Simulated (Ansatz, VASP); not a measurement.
## Two plane-wave programs on As

```
As
1.0
     0.00000    3.35503    3.35503
     3.35503    0.00000    3.35503
     3.35503    3.35503    0.00000
As
3
Cartesian
  5.0325 5.0325 5.0325
  1.6775 1.6775 1.6775
  0.0000 0.0000 0.0000
```

Alike in both runs: task relaxation of cell and atoms; functional PBE; k mesh 4 × 4 × 4; occupations gaussian, width 0.1 eV; no spin polarisation.

|  | VASP | Ansatz |
| --- | --- | --- |
| version | VASP 6.6.1 | Ansatz 0.2.0 |
| potentials or method | VASP PAW PBE potentials, release 64 (As), cutoff 600 eV | scalar-relativistic, plane waves, PAW |
| valence electrons in the cell | 15 | 45 |

```csv
,VASP,Ansatz,Ansatz less VASP
"gap on the k mesh at the Fermi level, each at its own relaxed structure (eV)",none,none,-
relaxed volume (Å³/atom),22.76,22.84,+0.083
relaxed cell length with the largest relative difference (Å),4.587,4.593,+0.0056
```

A gap of «none» marks a metal or a gap that the smearing closes. VASP's potentials hold 15 valence electrons a cell and Ansatz's 45, so a difference there can come from the potentials and not from the codes.

The k mesh is coarse, so the values compare programs but aren't converged.
